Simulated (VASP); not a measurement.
# Al2Te2O (P-3m1) in VASP: further runs, part 2 of 2

VASP 6.6.1. The steps go on from the part before.

### Step 3. Relaxation of cell and atoms, PBE+D3(BJ)

This run uses another cell than the first one, of 19.88 Å³/atom, 1.006 times its volume.

File INCAR:

```
  PREC = Accurate
  ENCUT = 600
  EDIFF = 1E-6
  ISMEAR = 0
  SIGMA = 0.1
  LREAL = False
  LASPH = True
  NELM = 100
  ALGO = Normal
  ISIF = 3
  LWAVE = False
  LCHARG = False
  GGA = PE
  IVDW = 12
  IBRION = 2
  NSW = 100
  EDIFFG = -0.01
```

File KPOINTS:

```
regular mesh
0
Gamma
  12 12 4
```

File POSCAR:

```
Al2Te2O
1.0
    3.5039948827      0.0000000000      0.0000000000
   -1.7519974413      3.0345485831      0.0000000000
    0.0000000000      0.0000000000      9.3496214392
Al Te O
2 2 1
Direct
    0.3333333333      0.6666666667      0.3796100187
    0.6666666667      0.3333333333      0.6203899813
    0.3333333333      0.6666666667      0.8112530361
    0.6666666667      0.3333333333      0.1887469639
    0.0000000000      0.0000000000      0.5000000000
```

Potentials or basis: VASP PAW PBE potentials, release 64 (Al, Te, O).

Command:

```console
> cat potpaw_PBE.64/Al/POTCAR potpaw_PBE.64/Te/POTCAR potpaw_PBE.64/O/POTCAR > POTCAR
> mpirun -np 1 vasp_std > vasp.out
```

OUTCAR:

```text
PREC = Accurate
   ENCUT = 600
   EDIFF = 1E-6
   ISMEAR = 0
   LREAL = False
   LASPH = True
   NELM = 100
   ISIF = 3
   GGA = PE
   IVDW = 12
   IBRION = 2
   NSW = 100
   EDIFFG = -0.01
 IVDW          = 12

 ion  position               nearest neighbor table
   1  0.333  0.667  0.380-   5 2.32   5 2.32   5 2.32   4 2.70   4 2.70   4 2.70   2 3.03   2 3.03
                             2 3.03
   2  0.667  0.333  0.620-   5 2.32   5 2.32   5 2.32   3 2.70   3 2.70   3 2.70   1 3.03   1 3.03
                             1 3.03
   3  0.333  0.667  0.811-   2 2.70   2 2.70   2 2.70
   4  0.667  0.333  0.189-   1 2.70   1 2.70   1 2.70
   5  0.000  0.000  0.500-   1 2.32   2 2.32   1 2.32   2 2.32   2 2.32   1 2.32

  LATTYP: Found a hexagonal cell.
 ALAT       =     3.5039948827
 C/A-ratio  =     2.6682748555

  Lattice vectors:

 A1 = (   3.5039948827,   0.0000000000,   0.0000000000)
[... 320 lines left out ...]
 cond. band min:       7.5603276037   @ k =   0.3333   0.0833   0.0000
 fundamental gap:      0.0506917913
 Fermi energy:         7.5556200677

 k-point     1 :       0.0000    0.0000    0.0000
  band No.  band energies     occupation
      1     -12.1670      2.00000
      2      -5.5826      2.00000
      3      -5.4169      2.00000
      4       1.0613      2.00000
      5       1.2828      2.00000
      6       2.7066      2.00000
[... 532 lines left out ...]
--------------------------------------- Ionic step       11  -------------------------------------------

 number of electron      24.0000003 magnetization

 Free energy of the ion-electron system (eV)
  ---------------------------------------------------
  ext. energy  EPLUGINS =         0.00000000
  ---------------------------------------------------
  free energy    TOTEN  =       -21.23849302 eV

  energy without entropy =      -21.23046312  energy(sigma->0) =      -21.23447807

 E-fermi :   7.6298     XC(G=0): -10.0097

 val. band max:        7.6178929958   @ k =   0.3333   0.0833   0.0000
 cond. band min:       7.6387596062   @ k =  -0.0833   0.2500   0.2500
 fundamental gap:      0.0208666104
 Fermi energy:         7.6297553344

 k-point     1 :       0.0000    0.0000    0.0000
  band No.  band energies     occupation
      1     -12.1522      2.00000
      2      -5.5312      2.00000
      3      -5.3497      2.00000
      4       1.1014      2.00000
      5       1.3171      2.00000
      6       2.7249      2.00000
[... 483 lines left out ...]
  FREE ENERGIE OF THE ION-ELECTRON SYSTEM (eV)
  ---------------------------------------------------
  free  energy   TOTEN  =       -22.9912068988 eV

  energy  without entropy=      -22.9831770064  energy(sigma->0) =      -22.98719195

 reached required accuracy - stopping structural energy minimisation
```

CONTCAR:

```text
Al2Te2O
   1.00000000000000
     3.5230273040066904    0.0000000000003057    0.0000000000000001
    -1.7615136519528087    3.0510311434461865   -0.0000000000000000
     0.0000000000000002    0.0000000000000001    9.1774803024748763
  Al              Te              O
     2     2     1
Direct
     0.3333333332999970    0.6666666667000030    0.3758975686547509
     0.6666666667000030    0.3333333332999970    0.6241024313452492
     0.3333333332999970    0.6666666667000030    0.8160986361545274
     0.6666666667000030    0.3333333332999970    0.1839013638454726
     0.0000000000000000    0.0000000000000000    0.5000000000000000

  0.00000000E+00  0.00000000E+00  0.00000000E+00
  0.00000000E+00  0.00000000E+00  0.00000000E+00
  0.00000000E+00  0.00000000E+00  0.00000000E+00
  0.00000000E+00  0.00000000E+00  0.00000000E+00
  0.00000000E+00  0.00000000E+00  0.00000000E+00
```

It took 13 min on 1 thread of Intel Xeon Platinum 8259CL at 2.50GHz (Skylake/Cascade Lake), shared host; peak memory 0.36 GiB.

What came out:

- Free energy: -22.9912 eV
- Relaxed volume: 19.73 Å³/atom
- Relaxed cell: a = 3.523 Å, b = 3.523 Å, c = 9.177 Å, α = 90.00°, β = 90.00°, γ = 120.00°
- Space group after relaxing (to 0.05 Å): P-3m1 (No. 164)
- Energy gained by relaxing: 2.0 meV/atom
- Ionic steps: 11
- Pressure after relaxing: 0.0 GPa
- Largest force after relaxing: 0.007 eV/Å
- Band gap on the k mesh: zero (band 12 reaches 8.83 eV, above the bottom of band 13 at 6.87 eV)
- Dispersion energy per atom: -0.351 eV

Forces in eV/Å, atoms in the order of the input:
```
Al   0.000  0.000  0.007
Al   0.000  0.000 -0.007
Te   0.000  0.000  0.005
Te   0.000  0.000 -0.005
O    0.000  0.000  0.000
```

The path:
```tsv
step	energy change (eV)	largest force (eV/Å)	pressure (GPa)	volume (Å³)
1	0.0000	0.1255	0.37	99.41
2	-0.0038	0.1049	-0.17	100.07
3	-0.0043	0.0937	-0.41	100.42
4	-0.0062	0.0814	-0.05	99.96
5	-0.0062	0.0909	0.03	99.90
6	-0.0070	0.0824	-0.01	99.80
7	-0.0087	0.0562	-0.06	99.47
8	-0.0084	0.0961	-0.16	98.83
9	-0.0092	0.0622	-0.10	99.20
10	-0.0100	0.0114	0.04	98.69
11	-0.0100	0.0071	0.03	98.65
```

Final structure:
```cif
data_structure
_symmetry_space_group_name_H-M 'P 1'
_symmetry_Int_Tables_number 1
_cell_length_a 3.5230
_cell_length_b 3.5230
_cell_length_c 9.1775
_cell_angle_alpha 90.000
_cell_angle_beta 90.000
_cell_angle_gamma 120.000
_cell_volume 98.65
loop_
_atom_site_label
_atom_site_type_symbol
_atom_site_fract_x
_atom_site_fract_y
_atom_site_fract_z
_atom_site_occupancy
Al1 Al 0.33333 0.66667 0.37590 1
Al2 Al 0.66667 0.33333 0.62410 1
Te1 Te 0.33333 0.66667 0.81610 1
Te2 Te 0.66667 0.33333 0.18390 1
O1 O 0.00000 0.00000 0.50000 1
```

Caveat: spin-orbit coupling is left out, which moves the levels of the heavy elements.

### Step 4. Single point, PBE+D3(BJ)

This run uses another cell than the first one, of 19.88 Å³/atom, 1.006 times its volume.

File INCAR:

```
PREC = Accurate ; ENCUT = 520
EDIFF = 1E-6 ; ISMEAR = 0
SIGMA = 0.1 ; LREAL = False
LASPH = True ; NELM = 100
ALGO = Normal ; ISIF = 2
LWAVE = False ; LCHARG = True
GGA = PE ; IVDW = 12
LELF = True ; LVHAR = True
NBANDS = 20
```

File KPOINTS:

```
regular mesh
0
Gamma
  6 6 2
```

Edit POSCAR of step 3 so:

```diff
@@ -2,4 +2,4 @@
 1.0
-    3.5039948827      0.0000000000      0.0000000000
-   -1.7519974413      3.0345485831      0.0000000000
+    3.5039948827      0.0000000035      0.0000000000
+   -1.7519974444      3.0345485814      0.0000000000
     0.0000000000      0.0000000000      9.3496214392
```

Command:

```console
> cat potpaw_PBE.64/Al/POTCAR potpaw_PBE.64/Te/POTCAR potpaw_PBE.64/O/POTCAR > POTCAR
> mpirun -np 1 vasp_std > vasp.out
```

Wall time 32 s (1 thread of Intel Xeon Platinum 8259CL at 2.50GHz (Skylake/Cascade Lake), shared host); peak memory 0.24 GiB.

The run converged. Its results:

| Property | Result |
| --- | --- |
| Free energy | -23.0329 eV |
| Pressure | 0.4 GPa |
| Largest force | 0.065 eV/Å |
| Band gap on the k mesh | zero (band 12 reaches 8.83 eV, above the bottom of band 13 at 6.77 eV) |
| Dispersion energy per atom | -0.348 eV |

Forces in eV/Å, atoms in the order of the input:
```
Al   0.000  0.000  0.058
Al   0.000  0.000 -0.058
Te   0.000  0.000  0.065
Te   0.000  0.000 -0.065
O    0.000  0.000  0.000
```

Stress tensor (GPa, compression positive):
```
0.41 0.00 0.00
0.00 0.41 0.00
0.00 0.00 0.28
```

Levels at points of the mesh, in eV from the Fermi level:
```csv
k point,band 8,band 9,band 10,band 11,band 12,band 13,band 14,band 15,band 16,band 17
"(0.00, 0.00, 0.00)",-2.56,-2.23,0.85,0.85,1.10,1.10,4.54,4.54,4.78,5.03
"(0.50, 0.00, 0.00)",-4.67,-3.04,-2.70,-1.02,-1.00,-0.96,1.72,2.20,3.15,3.42
"(0.00, 0.00, 0.50)",-3.77,-1.09,0.96,0.96,0.98,0.98,3.11,4.55,4.55,5.19
"(0.50, 0.00, 0.50)",-4.90,-3.62,-1.95,-1.21,-0.92,-0.80,0.94,3.19,3.35,3.57
```

Caveat: spin-orbit coupling is left out, which moves the levels of the heavy elements.

### Step 5. Relaxation of cell and atoms, PBE+D3(BJ)

This run uses another cell than the first one, of 11.20 Å³/atom, 0.566 times its volume.

File INCAR:

```
SYSTEM = Al2Te2O
PREC = Accurate
ENCUT = 600
EDIFF = 1E-6
ISMEAR = 0
SIGMA = 0.1
LREAL = .FALSE.
LASPH = .TRUE.
NELM = 100
ALGO = Normal
ISIF = 3
LWAVE = .FALSE.
LCHARG = .FALSE.
GGA = PE
IVDW = 12
IBRION = 2
NSW = 90
EDIFFG = -0.04
```

File KPOINTS:

```
Automatic mesh
0
G
  6 6 2
  0 0 0
```

File POSCAR:

```
Al2Te2O
1.0
    2.8720682100      0.0000000000      0.0000000000
   -1.4360341100      2.4872840300      0.0000000000
    0.0000000000      0.0000000000      7.8362246300
Al Te O
2 2 1
Direct
    0.3333333300      0.6666666700      0.4371405300
    0.6666666700      0.3333333300      0.5628594700
    0.3333333300      0.6666666700      0.7892219100
    0.6666666700      0.3333333300      0.2107780900
    0.0000000000      0.0000000000      0.5000000000
```

Command:

```console
> cat potpaw_PBE.64/Al/POTCAR potpaw_PBE.64/Te/POTCAR potpaw_PBE.64/O/POTCAR > POTCAR
> mpirun -np 1 vasp_std > vasp.out
```

Wall time 3.6 min (1 thread of Intel Xeon Platinum 8259CL at 2.50GHz (Skylake/Cascade Lake), shared host); peak memory 0.21 GiB.

It converged, with:

```yaml
Free_energy: -22.9676 eV
Relaxed_volume: 19.72 Å³/atom
Relaxed_cell: a = 3.495 Å, b = 3.495 Å, c = 9.319 Å, α = 90.00°, β = 90.00°, γ = 120.00°
Space_group_after_relaxing_to_0.05_Å: P-3m1 (No. 164)
Energy_gained_by_relaxing: 3967.5 meV/atom
Ionic_steps: 14
Pressure_after_relaxing: 0.0 GPa
Largest_force_after_relaxing: 0.038 eV/Å
Band_gap_on_the_k_mesh: zero (band 12 reaches 8.99 eV, above the bottom of band 13 at 6.87 eV)
Dispersion_energy_per_atom: -0.351 eV
```

Forces in eV/Å, atoms in the order of the input:
```
Al   0.000  0.000 -0.016
Al   0.000  0.000  0.016
Te   0.000  0.000  0.038
Te   0.000  0.000 -0.038
O    0.000  0.000  0.000
```

Stress tensor (GPa, compression positive):
```
 0.10  0.00  0.00
 0.00  0.10  0.00
 0.00  0.00 -0.26
```

Step by step:
```
step  energy change (eV)  largest force (eV/Å)  pressure (GPa)  volume (Å³)
   1              0.0000               14.1659          178.26        55.98
   2             -7.1426                1.5252          -17.94       227.88
   3            -19.2366                0.8580           -9.81       112.56
   4            -19.5263                0.8226           -6.84       106.90
   5            -19.6869                1.1177           -0.11        97.99
   6            -19.6913                1.0829           -1.03        99.00
   7            -19.7919                0.4919            0.65        97.73
   8            -19.8101                0.3470            1.72        97.02
   9            -19.8357                0.0373           -0.52        99.38
  10            -19.8359                0.0657           -0.33        99.16
  11            -19.8370                0.0579           -0.07        98.76
  12            -19.8370                0.0536            0.07        98.58
  13            -19.8371                0.0547            0.04        98.65
  14            -19.8376                0.0379           -0.02        98.58
```

Final structure:
```xyz
5
Lattice="3.4950 0.0000 0.0000 -1.7475 3.0268 0.0000 0.0000 0.0000 9.3187" Properties=species:S:1:pos:R:3 pbc="T T T"
Al    0.0000    2.0178    3.5402
Al    1.7475    1.0089    5.7785
Te    0.0000    2.0178    7.5689
Te    1.7475    1.0089    1.7498
O     1.7475    3.0268    4.6593
```

Levels at points of the mesh, in eV from the Fermi level:
| k point | band 10 | band 11 | band 12 | band 13 | band 14 | band 15 |
| --- | --- | --- | --- | --- | --- | --- |
| (0.00, 0.00, 0.00) | 0.91 | 0.91 | 1.17 | 1.17 | 4.57 | 4.57 |
| (0.50, 0.00, 0.00) | -2.71 | -0.99 | -0.96 | -0.95 | 1.76 | 2.16 |
| (0.00, 0.00, 0.50) | 1.02 | 1.02 | 1.04 | 1.04 | 3.14 | 4.57 |
| (0.50, 0.00, 0.50) | -1.93 | -1.17 | -0.92 | -0.76 | 0.95 | 3.22 |

Caveat: the k points lie up to 0.35 Å⁻¹ apart in the final cell; the volume moved by over 15 % at a fixed basis, so the end points are rough; spin-orbit coupling is left out, which moves the levels of the heavy elements.

### Step 6. The runs side by side

| task | cell | k mesh | cutoff (eV) | gap on the mesh (eV) | pressure (GPa) | relaxed volume (Å³/atom) | largest force (eV/Å) |
| --- | --- | --- | --- | --- | --- | --- | --- |
| single point | a = 3.525, b = 3.525, c = 9.186 Å, angles 90.0, 90.0, 120.0°, 5 atoms | 12 × 12 × 4 | 520 | none | 0.1 | - | 0.03 |
| relaxation of cell and atoms | relaxed from a = 3.504, b = 3.504, c = 9.350 Å, angles 90.0, 90.0, 120.0°, 5 atoms | 12 × 12 × 4 | 600 | none | 0.0 | 19.73 | 0.01 |
| single point | a = 3.504, b = 3.504, c = 9.350 Å, angles 90.0, 90.0, 120.0°, 5 atoms | 6 × 6 × 2 | 520 | none | 0.4 | - | 0.06 |
| relaxation of cell and atoms | relaxed from a = 2.872, b = 2.872, c = 7.836 Å, angles 90.0, 90.0, 120.0°, 5 atoms | 6 × 6 × 2 | 600 | none | 0.0 | 19.72 | 0.04 |

Alike in all rows: level PBE+D3(BJ); potentials or basis VASP PAW PBE potentials, release 64 (Al, Te, O); no spin polarisation; smearing gaussian 0.1 eV.

Caveats: some runs use coarse meshes; spin-orbit coupling is left out, which moves the levels of the heavy elements; the volume moved by over 15 % at a fixed basis, so the end points are rough (some runs).

Absolute energies hang on the potentials; compare differences alone.
